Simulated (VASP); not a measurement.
# Be (P6/mmm) in VASP: a series of runs, part 2 of 2

VASP 6.6.1. Earlier steps stand in the parts before.

## 3. Single point, PBE

Contents of INCAR:

```
ALGO = Normal ; EDIFF = 1E-7
ENCUT = 520 ; GGA = PE
ISIF = 2 ; ISMEAR = -1
LASPH = True ; LCHARG = True
LELF = True ; LREAL = False
LVHAR = True ; LWAVE = False
NBANDS = 10 ; NELM = 60
PREC = Accurate ; SIGMA = 0.08
```

Contents of KPOINTS:

```
k-points
0
Gamma
  11 11 15
```

Contents of POSCAR:

```
Be
1.0
    3.4794098927      0.0000000000      0.0000000000
   -1.7397049463      3.0132573573      0.0000000000
    0.0000000000      0.0000000000      2.1210041617
Be
3
Direct
    0.0000000000      0.0000000000      0.0000000000
    0.3333333333      0.6666666667      0.5000000000
    0.6666666667      0.3333333333      0.5000000000
```

Potentials or basis: VASP PAW PBE potentials, release 64 (Be).

Launch:

```bash
cat potpaw_PBE.64/Be/POTCAR > POTCAR
mpirun -np 1 vasp_std > vasp.out
```

OUTCAR:

```text
EDIFF = 1E-7
   ENCUT = 520
   GGA = PE
   ISIF = 2
   ISMEAR = -1
   LASPH = True
   LREAL = False
   NELM = 60
   PREC = Accurate

 ion  position               nearest neighbor table
   1  0.000  0.000  0.000-   2 2.27   3 2.27   2 2.27   3 2.27   3 2.27   3 2.27   2 2.27   2 2.27
                             3 2.27   3 2.27   2 2.27   2 2.27
   2  0.333  0.667  0.500-   3 2.01   3 2.01   3 2.01   1 2.27   1 2.27   1 2.27   1 2.27   1 2.27
                             1 2.27
   3  0.667  0.333  0.500-   2 2.01   2 2.01   2 2.01   1 2.27   1 2.27   1 2.27   1 2.27   1 2.27
                             1 2.27

  LATTYP: Found a hexagonal cell.
 ALAT       =     3.4794098927
 C/A-ratio  =     0.6095873229

  Lattice vectors:

 A1 = (   3.4794098927,   0.0000000000,   0.0000000000)
 A2 = (  -1.7397049463,   3.0132573573,   0.0000000000)
 A3 = (   0.0000000000,   0.0000000000,   2.1210041617)

Analysis of symmetry for initial positions (statically):
=====================================================================
 Subroutine PRICEL returns:
 Original cell was already a primitive cell.

 Routine SETGRP: Setting up the symmetry group for a
 hexagonal supercell.

 Subroutine GETGRP returns: Found 24 space group operations
 (whereof 24 operations were pure point group operations)
 out of a pool of 24 trial point group operations.

The static configuration has the point symmetry D_6h.

Analysis of symmetry for dynamics (positions and initial velocities):
=====================================================================
 Subroutine PRICEL returns:
 Original cell was already a primitive cell.

 Routine SETGRP: Setting up the symmetry group for a
 hexagonal supercell.

 Subroutine GETGRP returns: Found 24 space group operations
 (whereof 24 operations were pure point group operations)
 out of a pool of 24 trial point group operations.

The dynamic configuration has the point symmetry D_6h.

[... 121 lines left out ...]
  volume/ion in A,a.u.               =       7.41        50.02
  Fermi-wavevector in a.u.,A,eV,Ry     =   1.057866  1.999078 15.226024  1.119081
  Thomas-Fermi vector in A             =   2.193155
   LORBIT       =      0    0 simple, 1 ext, 2 COOP (PROOUT), +10 PAW based schemes
   GGA     = PE    functional components
[... 5 lines left out ...]
 non-spin polarized calculation
  energy-cutoff  :      520.00
  volume of cell :       22.24
 maximum number of plane-waves:       626
 NGX is ok and might be reduce to    28
   NGX = 13   NGY = 13   NGZ =  7

 number of electron       6.0000000 magnetization

 Free energy of the ion-electron system (eV)
  ---------------------------------------------------
  ext. energy  EPLUGINS =         0.00000000
  ---------------------------------------------------
  free energy    TOTEN  =       -10.67446212 eV

  energy without entropy =      -10.66348036  energy(sigma->0) =      -10.66897124

 E-fermi :   8.2957     XC(G=0): -10.8234

 val. band max:        8.2839908839   @ k =   0.0909   0.0000   0.0667
 cond. band min:       8.3484995818   @ k =   0.0000   0.0000   0.2000
 fundamental gap:      0.0645086979
 Fermi energy:         8.2956615616

 k-point     1 :       0.0000    0.0000    0.0000
  band No.  band energies     occupation
      1      -4.1405      2.00000
      2       6.8292      2.00000
      3       6.8292      2.00000
      4       7.0560      2.00000
      5       7.0560      2.00000
      6      14.2094      0.00000
      7      14.4885      0.00000
      8      19.7848      0.00000
      9      28.8411      0.00000
     10      28.8449      0.00000
[... 287 lines left out ...]
 k-point    24 :       0.1818    0.0909    0.0667
  band No.  band energies     occupation
      1      -3.3442      2.00000
      2       3.0343      2.00000
      3       3.7529      2.00000
      4       9.6634      0.00000
      5      11.1415      0.00000
      6      16.2835      0.00000
      7      16.9183      0.00000
      8      19.9623      0.00000
      9      25.1719      0.00000
     10      26.5433      0.00000

 [... further k-points ...]

------------------------ aborting loop because EDIFF is reached ----------------------------------------

  FORCE on cell =-STRESS in cart. coord.  units (eV):
  Direction    XX          YY          ZZ          XY          YZ          ZX
  --------------------------------------------------------------------------------------
  -------------------------------------------------------------------------------------
  Total        1.5585548      1.5585548      1.5500582      0.0000000     -0.0000000     -0.0000000
  in kB      112.2921283    112.2921283    111.6799575      0.0000000     -0.0000000     -0.0000000
  external PRESSURE =     112.0880714 kB  Pullay stress =       0.0000000 kB

 VOLUME and BASIS-vectors are now :
 -----------------------------------------------------------------------------
  energy-cutoff  :      520.00
  volume of cell :       22.24
      direct lattice vectors                 reciprocal lattice vectors
     3.479409893  0.000000000  0.000000000     0.287405057  0.165933387  0.000000000
    -1.739704946  3.013257357  0.000000000     0.000000000  0.331866775  0.000000000
     0.000000000  0.000000000  2.121004162     0.000000000  0.000000000  0.471474794

 POSITION                                       TOTAL-FORCE (eV/Angst)
 -----------------------------------------------------------------------------------
      0.00000      0.00000      0.00000         0.000000      0.000000      0.000000
     -0.00000      2.00884      1.06050        -0.000000      0.000000      0.000000
      1.73970      1.00442      1.06050         0.000000     -0.000000      0.000000
 -----------------------------------------------------------------------------------
    total drift:                                0.000000     -0.000000     -0.000000

  FREE ENERGIE OF THE ION-ELECTRON SYSTEM (eV)
  ---------------------------------------------------
  free  energy   TOTEN  =       -10.6744621230 eV

  energy  without entropy=      -10.6634803598  energy(sigma->0) =      -10.66897124
```

OSZICAR:

```text
N       E                     dE             d eps       ncg     rms          rms(c)
DAV:   1     0.194163974139E+00    0.19416E+00   -0.29282E+03  2568   0.514E+02
DAV:   2    -0.105952608963E+02   -0.10789E+02   -0.10384E+02  3676   0.877E+01
DAV:   3    -0.107846202160E+02   -0.18936E+00   -0.18788E+00  3348   0.808E+00
DAV:   4    -0.107849612970E+02   -0.34108E-03   -0.34099E-03  3452   0.371E-01
DAV:   5    -0.107849617282E+02   -0.43115E-06   -0.43057E-06  3148   0.109E-02    0.146E+00
DAV:   6    -0.107042288503E+02    0.80733E-01   -0.12744E-02  2978   0.126E+00    0.900E-01
DAV:   7    -0.106744970422E+02    0.29732E-01   -0.10887E-02  2882   0.121E+00    0.871E-02
DAV:   8    -0.106744635325E+02    0.33510E-04   -0.77203E-05  3666   0.629E-02    0.175E-02
DAV:   9    -0.106744639510E+02   -0.41846E-06   -0.13695E-05  3314   0.221E-02    0.714E-03
DAV:  10    -0.106744620894E+02    0.18616E-05   -0.34163E-06  3306   0.873E-03    0.651E-04
DAV:  11    -0.106744621230E+02   -0.33630E-07   -0.61559E-08  2042   0.172E-03
   1 F= -.10674462E+02 E0= -.10668971E+02  d E =-.109818E-01
```

stdout:

```text
POSCAR found type information on POSCAR Be
 POSCAR found :  1 types and       3 ions
 scaLAPACK will be used
 LDA part: xc-table for (Slater+PW92), standard interpolation
 POSCAR, INCAR and KPOINTS ok, starting setup
 FFT: planning ... GRIDC
 FFT: planning ... GRID_SOFT
 FFT: planning ... GRID
 WAVECAR not read
 entering main loop
```

Wall time 31 s (1 thread of Intel Xeon 8259CL, shared host); peak memory 0.14 GiB.

What came out:

```
Free energy            : -10.6745 eV
Pressure               : 11.2 GPa
Band gap on the k mesh : zero (bands 3 and 4 overlap by 5.05 eV)
```

Caveat: the cell stands under pressure.
